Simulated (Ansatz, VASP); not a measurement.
## Pd: VASP beside Ansatz

File INCAR:

```
SYSTEM = Pd
AGGAC = 1.0
AGGAX = 1.0
ALDAC = 0.0
ALDAX = 1.0
ALGO = Normal
EDIFF = 1E-6
ENCUT = 520
GGA = B5
ISIF = 2
ISMEAR = -1
ISPIN = 2
LASPH = .True.
LCHARG = .False.
LMAXMIX = 4
LORBIT = 11
LREAL = .False.
LWAVE = .False.
MAGMOM = -0.424 -0.424
NBANDS = 21
NELM = 150
PREC = Accurate
SIGMA = 0.05
```

File KPOINTS:

```
k-points
0
Gamma
  10 10 10
  0 0 0
```

File POSCAR:

```
Pd
1.0
    0.0000000000      2.9645860086      2.9645860086
    2.9645860086      0.0000000000      2.9645860086
    2.9645860086      2.9645860086      0.0000000000
Pd
2
Direct
    0.1250000000      0.1250000000      0.1250000000
    0.8750000000      0.8750000000      0.8750000000
```

Input for Ansatz:

```yaml
crystal:
  lattice:
    - [0.0, 2.9645860086, 2.9645860086]
    - [2.9645860086, 0.0, 2.9645860086]
    - [2.9645860086, 2.9645860086, 0.0]
  atoms:
    - { symbol: Pd, position: [0.125, 0.125, 0.125], spin: -0.424 }
    - { symbol: Pd, position: [0.875, 0.875, 0.875], spin: -0.424 }
hamiltonian:
  xc: blyp
  pseudopotentials:
    kind: paw
    azcp:
      Pd: "pseudopotentials/Pd.paw.azcp"
basis:
  ecutwfc: 420
  fft_grid_basis: typed
kpoints:
  mp_grid: { grid: [10, 10, 10], shift: [0, 0, 0] }
magnetization:
  spin_polarized: true
scf:
  occupations: { method: fermi_dirac, width: 0.05 }
  lower_state_search: "off"
output:
  stress: true
```

Alike in both runs: task single point; functional BLYP; k mesh 10 × 10 × 10; occupations fermi-dirac, width 0.05 eV; collinear spin.

```csv
,VASP,Ansatz
version,VASP 6.6.1,Ansatz 0.2.0
potentials or method,"VASP PAW PBE potentials, release 64 (Pd), cutoff 520 eV","plane waves (420 eV) with PAW, scalar-relativistic"
valence electrons in the cell,20,36
```

Ansatz gave:

| Property | Result |
| --- | --- |
| pressure (GPa) | 0.0 |
| net moment per atom (μB) | 0.44 |
| size of the moment on the site where the two differ most (μB) | 0.43 |

Problem. Which values does VASP return?

Solution. Pressure (GPa): 0.1; net moment per atom (μB): 0.44; size of the moment on the site where the two differ most (μB): 0.43.

VASP's potentials were made for PBE, not for BLYP. Site moments also hang on the region over which each program counts them. VASP's potentials hold 20 valence electrons a cell and Ansatz's 36, so a difference there can come from the potentials and not from the codes.
